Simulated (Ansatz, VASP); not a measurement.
# One calculation of GaN, two programs

Contents of POSCAR:

```
GaN
1.0
    0.0000000000      2.1085152343      2.0663449296
    2.1085152343      0.0000000000      2.0663449296
    2.1085152343      2.1085152343      0.0000000000
Ga N
1 1
Direct
    0.0000000000      0.0000000000      0.0000000000
    0.5000000000      0.5000000000      0.5000000000
```

The input INCAR.step1:

```
ALGO = Normal
EDIFF = 1E-4
ENCUT = 520
GGA = PE
GGA_COMPAT = F
ISMEAR = -1
LASPH = T
LCHARG = F
LREAL = F
LSORBIT = T
LWAVE = T
MAGMOM = 0 0 0 0 0 0
NBANDS = 30
NELM = 150
PREC = Accurate
SIGMA = 0.02
```

The input INCAR.step2:

```
ALGO = Normal
EDIFF = 1E-7
ENCUT = 520
GGA_COMPAT = F
ISIF = 2
ISMEAR = -1
ISTART = 1
LASPH = T
LCHARG = T
LMIXTAU = T
LORBIT = 11
LORBMOM = T
LREAL = F
LSORBIT = T
LVHAR = T
LWAVE = F
MAGMOM = 0 0 0 0 0 0
METAGGA = R2SCAN
NBANDS = 30
NELM = 150
PREC = Accurate
SIGMA = 0.02
```

KPOINTS

```
k-points
0
Gamma
  10 10 10
```

Input for Ansatz:

```yaml
crystal:
  lattice:
    - [0.0, 2.1085152343, 2.0663449296]
    - [2.1085152343, 0.0, 2.0663449296]
    - [2.1085152343, 2.1085152343, 0.0]
  atoms:
    - { symbol: Ga, position: [0.0, 0.0, 0.0] }
    - { symbol: "N", position: [0.5, 0.5, 0.5] }
kpoints:
  mp_grid: { grid: [10, 10, 10] }
  band_path:
    path:
      - [0.0, 0.0, 0.0]
      - [0.5, 0.0, 0.5]
      - [0.625, 0.25, 0.625]
      - [0.375, 0.375, 0.75]
      - [0.5, 0.5, 0.5]
      - [0.5, 0.25, 0.75]
      - [0.002604, 0.179688, -0.179687]
      - [0.5, 0.5, 0.0]
    npoints: 1
hamiltonian:
  xc: r2scan
scf:
  occupations: { method: fermi_dirac, width: 0.02 }
  n_extra_bands: 8
magnetization:
  noncollinear: true
  spin_orbit: true
output:
  forces: true
  stress: true
  eigenvalues: true
```

Change from the starting cell: uniaxial_z strain -2.0%.

Alike in both runs: task single point; functional r2SCAN; k mesh 10 × 10 × 10; occupations fermi-dirac, width 0.02 eV; non-collinear spin, spin-orbit coupling.

|  | VASP | Ansatz |
| --- | --- | --- |
| version | VASP 6.6.1 | Ansatz 0.2.0 |
| potentials or method | VASP PAW PBE potentials, release 64 (Ga_d, N) | plane waves, PAW |
| plane-wave cutoff (eV) | 520 | 500 |
| valence electrons in the cell | 18 | 18 |

Ansatz gave:

```
pressure (GPa)                                                : 5.3
traceless stress, the component that is largest in VASP (GPa) : 2.97
```

Problem. What did VASP give for the same quantities?

Solution. Pressure (GPa): 6.8; traceless stress, the component that is largest in VASP (GPa): 3.15.

VASP's potentials were made for PBE, not for r2SCAN.
